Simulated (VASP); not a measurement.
# Cr (Im-3m) in VASP: single point with PBEsol

Aim: the single point of Cr with PBEsol.

Everything below comes from runs of VASP 6.6.1. Logs are shortened: lines on timing, memory, paths and dates and some standing lists are left out, and cuts for length are marked.

**1. The cell of the first run**

Symmetry: Im-3m, No. 229, cubic system. Conventional cell: a = 2.784 Å, b = 2.784 Å, c = 2.784 Å, α = 90.00°, β = 90.00°, γ = 90.00°. Within 3.2 Å of Cr (site symmetry m-3m) lie 14 Cr at 2.41 to 2.78 Å.

**2. Single point, PBEsol**

Contents of INCAR:

```
SYSTEM = Cr
PREC = Accurate
ENCUT = 520
EDIFF = 1E-6
ISMEAR = 0
SIGMA = 0.1
LREAL = .False.
LASPH = .True.
NELM = 100
ALGO = Fast
ISIF = 2
LWAVE = .False.
LCHARG = .True.
GGA = PS
LELF = .True.
LVHAR = .True.
NBANDS = 19
```

Contents of KPOINTS:

```
Automatic mesh
0
Gamma
  38 38 38
  0 0 0
```

Contents of POSCAR:

```
Cr
1.0
    2.7835298009      0.0000000000      0.0000000000
    0.0000000000      2.7835298009      0.0000000000
    0.0000000000      0.0000000000      2.7835298009
Cr
2
Direct
    0.0000000000      0.0000000000      0.0000000000
    0.5000000000      0.5000000000      0.5000000000
```

Potentials or basis: VASP PAW PBE potentials, release 64 (Cr_pv).

On the command line:

```
$ cat potpaw_PBE.64/Cr_pv/POTCAR > POTCAR
$ mpirun -np 1 vasp_std > vasp.out
```

OUTCAR:

```text
SYSTEM = Cr
   PREC = Accurate
   ENCUT = 520
   EDIFF = 1E-6
   ISMEAR = 0
   LREAL = .False.
   LASPH = .True.
   NELM = 100
   ISIF = 2
   GGA = PS

 ion  position               nearest neighbor table
   1  0.000  0.000  0.000-   2 2.41   2 2.41   2 2.41   2 2.41   2 2.41   2 2.41   2 2.41   2 2.41

   2  0.500  0.500  0.500-   1 2.41   1 2.41   1 2.41   1 2.41   1 2.41   1 2.41   1 2.41   1 2.41

  LATTYP: Found a simple cubic cell.
 ALAT       =     2.7835298009

  Lattice vectors:

 A1 = (   2.7835298009,   0.0000000000,   0.0000000000)
 A2 = (   0.0000000000,   2.7835298009,   0.0000000000)
 A3 = (   0.0000000000,   0.0000000000,   2.7835298009)

Analysis of symmetry for initial positions (statically):
=====================================================================
 Subroutine PRICEL returns following result:

  LATTYP: Found a body centered cubic cell.
 ALAT       =     2.7835298009

  Lattice vectors:

 A1 = (   1.3917649004,   1.3917649004,  -1.3917649004)
 A2 = (  -1.3917649004,   1.3917649004,   1.3917649004)
 A3 = (   1.3917649004,  -1.3917649004,   1.3917649004)

   2 primitive cells build up your supercell.

 Routine SETGRP: Setting up the symmetry group for a
 simple cubic supercell.

 Subroutine GETGRP returns: Found 48 space group operations
 (whereof 48 operations were pure point group operations)
 out of a pool of 48 trial point group operations.

The static configuration has the point symmetry O_h .

Analysis of symmetry for dynamics (positions and initial velocities):
=====================================================================
 Subroutine PRICEL returns following result:

  LATTYP: Found a body centered cubic cell.
 ALAT       =     2.7835298009

  Lattice vectors:

 A1 = (   1.3917649004,   1.3917649004,  -1.3917649004)
 A2 = (  -1.3917649004,   1.3917649004,   1.3917649004)
 A3 = (   1.3917649004,  -1.3917649004,   1.3917649004)

   2 primitive cells build up your supercell.

 Routine SETGRP: Setting up the symmetry group for a
 simple cubic supercell.

 Subroutine GETGRP returns: Found 48 space group operations
 (whereof 48 operations were pure point group operations)
 out of a pool of 48 trial point group operations.

The dynamic configuration has the point symmetry O_h .

[... 89 lines left out ...]
   ICHARG =      2    charge: 1-file 2-atom 10-const
   ISPIN  =      1    spin polarized calculation?
   LNONCOLLINEAR =      F non collinear calculations
   LSORBIT =      F    spin-orbit coupling
   LASPH  =      T    aspherical Exc in radial PAW
   ENCUT  =  520.0 eV  38.22 Ry    6.18 a.u.   5.18  5.18  5.18*2*pi/ulx,y,z
   NELM   =    100;   NELMIN=  2; NELMDL= -5     # of ELM steps
   EDIFF  = 0.1E-05   stopping-criterion for ELM
   LREAL  =      F    real-space projection
   EDIFFG = 0.1E-04   stopping-criterion for IOM
   NSW    =      0    number of steps for IOM
   IBRION =     -1    ionic relax: 0-MD 1-quasi-New 2-CG
   NFREE  =      0    steps in history (QN), initial steepest desc. (CG)
   ISIF   =      2    stress and relaxation
   ISYM   =      2    0-nonsym 1-usesym 2-fastsym
   POTIM  = 0.5000    time-step for ionic-motion
   TEBEG  =    0.0;   TEEND  =   0.0 temperature during run
   PSTRESS=    0.0 pullay stress
   NELECT =      24.0000    total number of electrons
   NUPDOWN=      -1.0000    fix difference up-down
   EMIN   =  10.00;   EMAX   =-10.00  energy-range for DOS
   EFERMI =   0.00;   METHOD = LEGACY
   ISMEAR =     0;   SIGMA  =   0.10  broadening in eV -4-tet -1-fermi 0-gaus
   EFERMI_NEDOS =   21; number of points for ismear=-14 and -15
   IALGO  =     68    algorithm
   IMIX   =      4    mixing-type and parameters
     AMIX     =   0.40;   BMIX     =  1.00
     AMIX_MAG =   1.60;   BMIX_MAG =  1.00
  volume/ion in A,a.u.               =      10.78        72.77
  Fermi-wavevector in a.u.,A,eV,Ry     =   1.696482  3.205887 39.158284  2.878053
  Thomas-Fermi vector in A             =   2.777337
   LORBIT       =      0    0 simple, 1 ext, 2 COOP (PROOUT), +10 PAW based schemes
   GGA     = PS    functional components
   LHFCALC =     F    Hartree Fock is set to
   AEXX    =    0.0000 exact exchange contribution
   IVDW    =     0    specifies the selected vdW correction
   LEPSILON=     F    determine dielectric tensor
   LRPA    =     F    only Hartree local field effects (RPA)
 non-spin polarized calculation
 RMM-DIIS sequential band-by-band and
 Gauss-broadening in eV      SIGMA  =   0.10
  energy-cutoff  :      520.00
  volume of cell :       21.57
 maximum number of plane-waves:       624
 NGX is ok and might be reduce to    24
   NGX = 11   NGY = 11   NGZ = 11

 number of electron      24.0000016 magnetization

 Free energy of the ion-electron system (eV)
  ---------------------------------------------------
  ext. energy  EPLUGINS =         0.00000000
  ---------------------------------------------------
  free energy    TOTEN  =       -20.46874679 eV

  energy without entropy =      -20.46225060  energy(sigma->0) =      -20.46549869

 E-fermi :  11.8521     XC(G=0): -14.2426

 val. band max:       11.8515047636   @ k =   0.4211   0.0526   0.0263
 cond. band min:      11.8526630961   @ k =   0.2105   0.2105   0.0263
 fundamental gap:      0.0011583325
 Fermi energy:        11.8520695045

 k-point     1 :       0.0000    0.0000    0.0000
  band No.  band energies     occupation
      1     -31.4268      2.00000
      2     -31.4268      2.00000
      3     -31.4268      2.00000
      4     -30.6458      2.00000
      5     -30.6458      2.00000
      6     -30.6458      2.00000
[... 505 lines left out ...]
      6     -30.6604      2.00000
[... 11 lines left out ...]
     18      18.9646      0.00000
     19      21.9602      0.00000

 [... further k-points ...]

------------------------ aborting loop because EDIFF is reached ----------------------------------------

  FORCE on cell =-STRESS in cart. coord.  units (eV):
  Direction    XX          YY          ZZ          XY          YZ          ZX
  --------------------------------------------------------------------------------------
  -------------------------------------------------------------------------------------
  Total        1.2262210      1.2262210      1.2262210      0.0000000      0.0000000     -0.0000000
  in kB       91.0944071     91.0944071     91.0944071      0.0000000      0.0000000     -0.0000000
  external PRESSURE =      91.0944071 kB  Pullay stress =       0.0000000 kB

 VOLUME and BASIS-vectors are now :
 -----------------------------------------------------------------------------
  energy-cutoff  :      520.00
  volume of cell :       21.57
      direct lattice vectors                 reciprocal lattice vectors
     2.783529801  0.000000000  0.000000000     0.359256078  0.000000000  0.000000000
     0.000000000  2.783529801  0.000000000     0.000000000  0.359256078  0.000000000
     0.000000000  0.000000000  2.783529801     0.000000000  0.000000000  0.359256078

 POSITION                                       TOTAL-FORCE (eV/Angst)
 -----------------------------------------------------------------------------------
      0.00000      0.00000      0.00000        -0.000000      0.000000     -0.000000
      1.39176      1.39176      1.39176         0.000000     -0.000000      0.000000
 -----------------------------------------------------------------------------------
    total drift:                                0.000000      0.000000     -0.000000

  FREE ENERGIE OF THE ION-ELECTRON SYSTEM (eV)
  ---------------------------------------------------
  free  energy   TOTEN  =       -20.4687467869 eV

  energy  without entropy=      -20.4622506025  energy(sigma->0) =      -20.46549869
```

OSZICAR:

```text
N       E                     dE             d eps       ncg     rms          rms(c)
DAV:   1     0.237014821591E+03    0.23701E+03   -0.13762E+04 58584   0.157E+03
DAV:   2    -0.159018328494E+02   -0.25292E+03   -0.24715E+03 59247   0.441E+02
DAV:   3    -0.239017750592E+02   -0.79999E+01   -0.79010E+01 62143   0.938E+01
DAV:   4    -0.240193823594E+02   -0.11761E+00   -0.11735E+00 78093   0.104E+01
DAV:   5    -0.240213979147E+02   -0.20156E-02   -0.20113E-02 63691   0.130E+00    0.212E+01
RMM:   6    -0.204907046986E+02    0.35307E+01   -0.14012E+01 59796   0.383E+01    0.273E+00
RMM:   7    -0.204909259632E+02   -0.22126E-03   -0.68516E-01 61733   0.607E+00    0.142E+00
RMM:   8    -0.204699584280E+02    0.20968E-01   -0.25974E-02 63554   0.182E+00    0.424E-01
RMM:   9    -0.204685692579E+02    0.13892E-02   -0.63193E-03 70710   0.781E-01    0.711E-02
RMM:  10    -0.204687047783E+02   -0.13552E-03   -0.16212E-03 79923   0.399E-01    0.663E-02
RMM:  11    -0.204688633658E+02   -0.15859E-03   -0.92543E-04 66670   0.351E-01    0.113E-01
RMM:  12    -0.204687631085E+02    0.10026E-03   -0.27049E-04 72804   0.178E-01    0.103E-01
RMM:  13    -0.204687403725E+02    0.22736E-04   -0.15252E-04 67225   0.136E-01    0.153E-02
RMM:  14    -0.204687452669E+02   -0.48944E-05   -0.82744E-05 84138   0.645E-02    0.459E-03
RMM:  15    -0.204687464150E+02   -0.11480E-05   -0.12471E-05 70155   0.203E-02    0.547E-03
RMM:  16    -0.204687467869E+02   -0.37193E-06   -0.29794E-06 54842   0.905E-03
   1 F= -.20468747E+02 E0= -.20465499E+02  d E =-.649618E-02
```

It took 8.8 min on 1 thread of Intel Xeon Platinum 8259CL at 2.50GHz (Skylake/Cascade Lake), shared host; peak memory 0.6 GiB.

Results:

| Item | Value |
| --- | --- |
| Free energy | -20.4687 eV |
| Pressure | 9.1 GPa |
| Band gap on the k mesh | zero (bands 12 and 13 overlap by 1.70 eV) |

Caveat: the cell stands under pressure; the PAW data sets were made with another functional, which shifts forces and pressure a little; the run has no spin polarisation, though such a crystal can be magnetic.
